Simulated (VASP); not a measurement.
# Al (P6_3/mmc) in VASP: a series of runs

Runs on Al. Level: PBEsol+D3(BJ). Tasks: single point.

Everything below comes from runs of VASP 6.6.1. Logs are shortened: lines on timing, memory, paths and dates and some standing lists are left out, and cuts for length are marked.

## 1. The cell of the first run

The structure is hexagonal, space group P6_3/mmc (No. 194). Conventional cell: a = 2.895 Å, b = 2.895 Å, c = 8.947 Å, α = 90.00°, β = 90.00°, γ = 120.00°. Al (site symmetry -3m) has 12 Al at 2.79 to 2.90 Å within 3.7 Å. Within 3.7 Å of Al (site symmetry -6m2) lie 12 Al at 2.79 to 2.90 Å.

## 2. Single point, PBEsol+D3(BJ) (volume 16.236 Å^3 an atom, c/a of the conventional cell 3.0904)

INCAR

```
SYSTEM = Al
ALGO = Normal
EDIFF = 1E-6
ENCUT = 520
GGA = PS
ISIF = 2
ISMEAR = 0
IVDW = 12
LASPH = .True.
LCHARG = .False.
LREAL = .False.
LWAVE = .False.
NBANDS = 14
NELM = 60
PREC = Accurate
SIGMA = 0.15
```

KPOINTS

```
k-points
0
Gamma
  18 18 6
  0 0 0
```

POSCAR

```
Al
1.0
    2.8951066643      0.0000000000      0.0000000000
   -1.4475533321      2.5072359179      0.0000000000
    0.0000000000      0.0000000000      8.9470376352
Al
4
Direct
    0.0000000000      0.0000000000      0.0000000000
    0.3333333333      0.6666666667      0.2500000000
    0.0000000000      0.0000000000      0.5000000000
    0.6666666667      0.3333333333      0.7500000000
```

Potentials or basis: VASP PAW PBE potentials, release 64 (Al).

Run with:

```bash
$ cat potpaw_PBE.64/Al/POTCAR > POTCAR
$ mpirun -np 1 vasp_std > vasp.out
```

OUTCAR:

```text
SYSTEM = Al
   EDIFF = 1E-6
   ENCUT = 520
   GGA = PS
   ISIF = 2
   ISMEAR = 0
   IVDW = 12
   LASPH = .True.
   LREAL = .False.
   NELM = 60
   PREC = Accurate
 IVDW          = 12

 ion  position               nearest neighbor table
   1  0.000  0.000  0.000-   2 2.79   4 2.79   2 2.79   4 2.79   4 2.79   2 2.79
   2  0.333  0.667  0.250-   1 2.79   3 2.79   1 2.79   3 2.79   1 2.79   3 2.79
   3  0.000  0.000  0.500-   2 2.79   4 2.79   2 2.79   4 2.79   4 2.79   2 2.79
   4  0.667  0.333  0.750-   1 2.79   3 2.79   1 2.79   3 2.79   1 2.79   3 2.79

  LATTYP: Found a hexagonal cell.
 ALAT       =     2.8951066643
 C/A-ratio  =     3.0903999999

  Lattice vectors:

 A1 = (   2.8951066643,   0.0000000000,   0.0000000000)
 A2 = (  -1.4475533321,   2.5072359179,   0.0000000000)
 A3 = (   0.0000000000,   0.0000000000,   8.9470376352)

Analysis of symmetry for initial positions (statically):
=====================================================================
 Subroutine PRICEL returns:
 Original cell was already a primitive cell.

 Routine SETGRP: Setting up the symmetry group for a
 hexagonal supercell.

 Subroutine GETGRP returns: Found 24 space group operations
 (whereof 12 operations were pure point group operations)
 out of a pool of 24 trial point group operations.

The static configuration has the point symmetry D_3d.
 The point group associated with its full space group is D_6h.

Analysis of symmetry for dynamics (positions and initial velocities):
=====================================================================
 Subroutine PRICEL returns:
 Original cell was already a primitive cell.

 Routine SETGRP: Setting up the symmetry group for a
 hexagonal supercell.

 Subroutine GETGRP returns: Found 24 space group operations
 (whereof 12 operations were pure point group operations)
 out of a pool of 24 trial point group operations.

The dynamic configuration has the point symmetry D_3d.
 The point group associated with its full space group is D_6h.

 Subroutine INISYM returns: Found 24 space group operations
 (whereof 12 operations are pure point group operations),
 and found     1 'primitive' translations

----------------------------------------------------------------------------------------

                                     Primitive cell

  volume of cell :      64.9440

  direct lattice vectors                    reciprocal lattice vectors
     2.895106664  0.000000000  0.000000000     0.345410417  0.199422797  0.000000000
    -1.447553332  2.507235918  0.000000000     0.000000000  0.398845594  0.000000000
     0.000000000  0.000000000  8.947037635     0.000000000  0.000000000  0.111768838

  length of vectors
     2.895106664  2.895106664  8.947037635     0.398845594  0.398845594  0.111768838

  position of ions in fractional coordinates (direct lattice)
     0.000000000  0.000000000  0.000000000
     0.333333333  0.666666667  0.250000000
     0.000000000  0.000000000  0.500000000
     0.666666667  0.333333333  0.750000000

  ion indices of the primitive-cell ions
   primitive index   ion index
                 1           1
                 2           2
                 3           3
                 4           4

----------------------------------------------------------------------------------------

 KPOINTS: k-points

Automatic generation of k-mesh.
 Grid dimensions read from file:
 generate k-points for:   18   18    6

 Generating k-lattice:

  Cartesian coordinates                     Fractional coordinates (reciprocal lattice)
     0.019189468  0.011079044  0.000000000     0.055555556 -0.000000000  0.000000000
     0.000000000  0.022158089  0.000000000     0.000000000  0.055555556  0.000000000
     0.000000000  0.000000000  0.018628140     0.000000000  0.000000000  0.166666667

  Length of vectors
     0.022158089  0.022158089  0.018628140

  Shift w.r.t. Gamma in fractional coordinates (k-lattice)
     0.000000000  0.000000000  0.000000000

 Subroutine IBZKPT returns following result:
 ===========================================

 Found    148 irreducible k-points:

 Following reciprocal coordinates:
            Coordinates               Weight
  0.000000  0.000000  0.000000      1.000000
  0.055556  0.000000  0.000000      6.000000
  0.111111  0.000000  0.000000      6.000000
  0.166667 -0.000000  0.000000      6.000000
  0.222222 -0.000000  0.000000      6.000000
  0.277778  0.000000  0.000000      6.000000
[... 16 lines left out ...]
  0.333333  0.111111  0.000000     12.000000
  0.388889  0.111111  0.000000     12.000000
 [... further k-points ...]
   k-points           NKPTS =    148   k-points in BZ     NKDIM =    148   number of bands    NBANDS=     14
   number of dos      NEDOS =    301   number of ions     NIONS =      4
   total plane-waves  NPLWV =  40320
   dimension x,y,z NGX =    24 NGY =   24 NGZ =   70
   dimension x,y,z NGXF=    48 NGYF=   48 NGZF=  140
   ions per type =               4
   NGX,Y,Z   is equivalent  to a cutoff of  13.78, 13.78, 13.01 a.u.
   NGXF,Y,Z  is equivalent  to a cutoff of  27.56, 27.56, 26.01 a.u.
 SYSTEM =  Al
   PREC   = accura    normal or accurate (medium, high low for compatibility)
   ISTART =      0    job   : 0-new  1-cont  2-samecut
   ICHARG =      2    charge: 1-file 2-atom 10-const
   ISPIN  =      1    spin polarized calculation?
   LNONCOLLINEAR =      F non collinear calculations
   LSORBIT =      F    spin-orbit coupling
   LASPH  =      T    aspherical Exc in radial PAW
   ENCUT  =  520.0 eV  38.22 Ry    6.18 a.u.   5.38  5.38 16.64*2*pi/ulx,y,z
   NELM   =     60;   NELMIN=  2; NELMDL= -5     # of ELM steps
   EDIFF  = 0.1E-05   stopping-criterion for ELM
   LREAL  =      F    real-space projection
   EDIFFG = 0.1E-04   stopping-criterion for IOM
   NSW    =      0    number of steps for IOM
   IBRION =     -1    ionic relax: 0-MD 1-quasi-New 2-CG
   NFREE  =      0    steps in history (QN), initial steepest desc. (CG)
   ISIF   =      2    stress and relaxation
   ISYM   =      2    0-nonsym 1-usesym 2-fastsym
   POTIM  = 0.5000    time-step for ionic-motion
   TEBEG  =    0.0;   TEEND  =   0.0 temperature during run
   PSTRESS=    0.0 pullay stress
   NELECT =      12.0000    total number of electrons
   NUPDOWN=      -1.0000    fix difference up-down
   EMIN   =  10.00;   EMAX   =-10.00  energy-range for DOS
   EFERMI =   0.00;   METHOD = LEGACY
   ISMEAR =     0;   SIGMA  =   0.15  broadening in eV -4-tet -1-fermi 0-gaus
   EFERMI_NEDOS =   21; number of points for ismear=-14 and -15
   IALGO  =     38    algorithm
   IMIX   =      4    mixing-type and parameters
     AMIX     =   0.40;   BMIX     =  1.00
     AMIX_MAG =   1.60;   BMIX_MAG =  1.00
  volume/ion in A,a.u.               =      16.24       109.57
  Fermi-wavevector in a.u.,A,eV,Ry     =   0.932443  1.762062 11.829582  0.869450
  Thomas-Fermi vector in A             =   2.059041
   LORBIT       =      0    0 simple, 1 ext, 2 COOP (PROOUT), +10 PAW based schemes
   GGA     = PS    functional components
   LHFCALC =     F    Hartree Fock is set to
   AEXX    =    0.0000 exact exchange contribution
   IVDW    =    12    specifies the selected vdW correction
   LEPSILON=     F    determine dielectric tensor
   LRPA    =     F    only Hartree local field effects (RPA)
 non-spin polarized calculation
 Gauss-broadening in eV      SIGMA  =   0.15
  energy-cutoff  :      520.00
  volume of cell :       64.94
 maximum number of plane-waves:      1798
 NGX is ok and might be reduce to    24
   NGX = 11   NGY = 11   NGZ = 33

 number of electron      12.0000000 magnetization

 Free energy of the ion-electron system (eV)
  ---------------------------------------------------
  ext. energy  EPLUGINS =         0.00000000
  ---------------------------------------------------
  free energy    TOTEN  =       -16.28628903 eV

  energy without entropy =      -16.26838509  energy(sigma->0) =      -16.27733706

 E-fermi :   8.1249     XC(G=0): -10.3150

 val. band max:        8.1245386631   @ k =   0.3889   0.0000   0.0000
 cond. band min:       8.1415882554   @ k =   0.3889   0.1111   0.5000
 fundamental gap:      0.0170495923
 Fermi energy:         8.1249193441

 k-point     1 :       0.0000    0.0000    0.0000
  band No.  band energies     occupation
      1      -3.1266      2.00000
      2      -1.2911      2.00000
      3      -1.2897      2.00000
      4       3.7829      2.00000
      5       4.4109      2.00000
      6      12.6440      0.00000
      7      12.6679      0.00000
      8      18.0180      0.00000
      9      18.0180      0.00000
     10      18.2812      0.00000
     11      18.2812      0.00000
     12      19.3859      0.00000
     13      19.3865      0.00000
     14      19.6369      0.00000

 k-point     2 :       0.0556    0.0000    0.0000
  band No.  band energies     occupation
      1      -3.0540      2.00000
      2      -1.2194      2.00000
      3      -1.2181      2.00000
      4       3.8495      2.00000
      5       4.4815      2.00000
      6      12.6924      0.00000
      7      12.7237      0.00000
      8      16.5469      0.00000
      9      17.0943      0.00000
     10      17.9987      0.00000
     11      18.1174      0.00000
     12      18.5407      0.00000
     13      18.5772      0.00000
     14      18.6595      0.00000
[... 343 lines left out ...]
      1       0.5990      2.00000
      2       2.3761      2.00000
      3       2.3835      2.00000
      4       5.5484      2.00000
      5       6.9821      2.00000
      6       7.2724      2.00000
      7       7.6656      1.99999
      8       8.2680      0.17729
      9      10.5277      0.00000
     10      11.8534      0.00000
     11      12.2504      0.00000
     12      12.5258      0.00000
     13      13.2791      0.00000
     14      16.1252      0.00000

 k-point    24 :       0.3889    0.1111    0.0000
  band No.  band energies     occupation
      1       1.6539      2.00000
      2       3.3948      2.00000
      3       3.4168      2.00000
      4       4.1516      2.00000
      5       5.9125      2.00000
      6       5.9655      2.00000
      7       8.3076      0.08502
      8       9.0396      0.00000
      9      10.2874      0.00000
     10      10.6801      0.00000
     11      11.7180      0.00000
     12      12.1373      0.00000
     13      12.4164      0.00000
     14      16.5477      0.00000

 [... further k-points ...]

------------------------ aborting loop because EDIFF is reached ----------------------------------------

 Edisp (eV)   -1.29079

 E8    (eV) :    -0.8693

  FORCE on cell =-STRESS in cart. coord.  units (eV):
  Direction    XX          YY          ZZ          XY          YZ          ZX
  --------------------------------------------------------------------------------------
  -------------------------------------------------------------------------------------
  Total      -1.70083    -1.70083    -0.02911    -0.00000     0.00000     0.00000
  in kB     -41.95960   -41.95960    -0.71802    -0.00000     0.00000     0.00000
  external pressure =      -28.21 kB  Pullay stress =        0.00 kB

 VOLUME and BASIS-vectors are now :
 -----------------------------------------------------------------------------
  energy-cutoff  :      520.00
  volume of cell :       64.94
      direct lattice vectors                 reciprocal lattice vectors
     2.895106664  0.000000000  0.000000000     0.345410417  0.199422797  0.000000000
    -1.447553332  2.507235918  0.000000000     0.000000000  0.398845594  0.000000000
     0.000000000  0.000000000  8.947037635     0.000000000  0.000000000  0.111768838

 POSITION                                       TOTAL-FORCE (eV/Angst)
 -----------------------------------------------------------------------------------
      0.00000      0.00000      0.00000        -0.000000      0.000000      0.000000
     -0.00000      1.67149      2.23676        -0.000000     -0.000000     -0.000000
      0.00000      0.00000      4.47352         0.000000      0.000000      0.000000
      1.44755      0.83575      6.71028         0.000000      0.000000      0.000000
 -----------------------------------------------------------------------------------
    total drift:                               -0.000000      0.000000      0.000000

  FREE ENERGIE OF THE ION-ELECTRON SYSTEM (eV)
  ---------------------------------------------------
  free  energy   TOTEN  =       -17.5770828983 eV

  energy  without entropy=      -17.5591789626  energy(sigma->0) =      -17.56813093
```

It took 2.8 min on 1 thread of AMD EPYC 7R13, shared host; peak memory 0.23 GiB.

What came out:

* Free energy: -17.5771 eV
* Pressure: -2.8 GPa
* Band gap on the k mesh: zero (band 6 reaches 12.80 eV, above the bottom of band 7 at 6.40 eV)
* Dispersion energy per atom: -0.323 eV

Stress tensor (GPa, compression positive):
```
-4.20  0.00  0.00
 0.00 -4.20  0.00
 0.00  0.00 -0.07
```

Caveat: the PAW data sets were made with another functional, which shifts forces and pressure a little; pairwise dispersion overbinds metals, which lowers pressure and volume.

## 3. Single point, PBEsol+D3(BJ) (volume 16.548 Å^3 an atom, c/a of the conventional cell 3.5559)

INCAR

```
SYSTEM = Al
  ALGO = Normal
  EDIFF = 1E-6
  ENCUT = 520
  GGA = PS
  ISIF = 2
  ISMEAR = 0
  IVDW = 12
  LASPH = .True.
  LCHARG = .True.
  LELF = .True.
  LREAL = .False.
  LVHAR = .True.
  LWAVE = .False.
  NBANDS = 14
  NELM = 80
  PREC = Accurate
  SIGMA = 0.15
```

KPOINTS is that of step 2.

POSCAR

```
Al
1.0
    2.7804074547      0.0000000000      0.0000000000
   -1.3902037273      2.4079034886      0.0000000000
    0.0000000000      0.0000000000      9.8868508681
Al
4
Direct
    0.0000000000      0.0000000000      0.0000000000
    0.3333333333      0.6666666667      0.2500000000
    0.0000000000      0.0000000000      0.5000000000
    0.6666666667      0.3333333333      0.7500000000
```

Potentials or basis: VASP PAW PBE potentials, release 64 (Al).

Run with:

```bash
$ cat potpaw_PBE.64/Al/POTCAR > POTCAR
$ mpirun -np 1 vasp_std > vasp.out
```

OUTCAR:

```text
SYSTEM = Al
   EDIFF = 1E-6
   ENCUT = 520
   GGA = PS
   ISIF = 2
   ISMEAR = 0
   IVDW = 12
   LASPH = .True.
   LREAL = .False.
   NELM = 80
   PREC = Accurate
 IVDW          = 12

 ion  position               nearest neighbor table
   1  0.000  0.000  0.000-   2 2.95   4 2.95   2 2.95   4 2.95   4 2.95   2 2.95
   2  0.333  0.667  0.250-   1 2.95   3 2.95   1 2.95   3 2.95   1 2.95   3 2.95
   3  0.000  0.000  0.500-   2 2.95   4 2.95   2 2.95   4 2.95   4 2.95   2 2.95
   4  0.667  0.333  0.750-   1 2.95   3 2.95   1 2.95   3 2.95   1 2.95   3 2.95

[... 615 lines left out ...]
  Direction    XX          YY          ZZ          XY          YZ          ZX
  --------------------------------------------------------------------------------------
  -------------------------------------------------------------------------------------
  Total      -0.80260    -0.80260    -3.06345    -0.00000     0.00000     0.00000
  in kB     -19.42688   -19.42688   -74.15071    -0.00000     0.00000     0.00000
  external pressure =      -37.67 kB  Pullay stress =        0.00 kB

 VOLUME and BASIS-vectors are now :
 -----------------------------------------------------------------------------
  energy-cutoff  :      520.00
  volume of cell :       66.19
      direct lattice vectors                 reciprocal lattice vectors
     2.780407455  0.000000000  0.000000000     0.359659516  0.207649518  0.000000000
    -1.390203727  2.407903489  0.000000000     0.000000000  0.415299037  0.000000000
     0.000000000  0.000000000  9.886850868     0.000000000  0.000000000  0.101144441

 POSITION                                       TOTAL-FORCE (eV/Angst)
 -----------------------------------------------------------------------------------
      0.00000      0.00000      0.00000        -0.000000      0.000000      0.000000
     -0.00000      1.60527      2.47171         0.000000     -0.000000      0.000000
      0.00000      0.00000      4.94343         0.000000      0.000000      0.000000
      1.39020      0.80263      7.41514         0.000000      0.000000     -0.000000
 -----------------------------------------------------------------------------------
    total drift:                                0.000000     -0.000000      0.000000

  FREE ENERGIE OF THE ION-ELECTRON SYSTEM (eV)
  ---------------------------------------------------
  free  energy   TOTEN  =       -17.5254688209 eV

  energy  without entropy=      -17.5073372767  energy(sigma->0) =      -17.51640305
```

OSZICAR:

```text
N       E                     dE             d eps       ncg     rms          rms(c)
DAV:   1     0.478950998205E+01    0.47895E+01   -0.41165E+03  4144   0.654E+02
DAV:   2    -0.156814325469E+02   -0.20471E+02   -0.18897E+02  5404   0.884E+01
DAV:   3    -0.163707044628E+02   -0.68927E+00   -0.67886E+00  5592   0.131E+01
DAV:   4    -0.163762904551E+02   -0.55860E-02   -0.55794E-02  4928   0.137E+00
DAV:   5    -0.163763477777E+02   -0.57323E-04   -0.57323E-04  5546   0.151E-01    0.280E+00
DAV:   6    -0.163064340191E+02    0.69914E-01   -0.83271E-03  4826   0.453E-01    0.160E+00
DAV:   7    -0.162605308208E+02    0.45903E-01   -0.18810E-02  4930   0.660E-01    0.240E-01
DAV:   8    -0.162598579657E+02    0.67286E-03   -0.46575E-04  5662   0.111E-01    0.254E-02
DAV:   9    -0.162598459405E+02    0.12025E-04   -0.14119E-05  5156   0.188E-02    0.657E-03
DAV:  10    -0.162598452840E+02    0.65651E-06   -0.49117E-07  3666   0.436E-03
   1 F= -.17525469E+02 E0= -.17516403E+02  d E =-.181315E-01
```

Wall time 3.4 min (1 thread of AMD EPYC 7R13, shared host); peak memory 0.24 GiB.

What came out:

- Free energy: -17.5255 eV
- Pressure: -3.8 GPa
- Band gap on the k mesh: zero (band 6 reaches 10.90 eV, above the bottom of band 7 at 6.63 eV)
- Dispersion energy per atom: -0.316 eV

Caveat: the PAW data sets were made with another functional, which shifts forces and pressure a little; pairwise dispersion overbinds metals, which lowers pressure and volume.

[end of part 1 of 2]
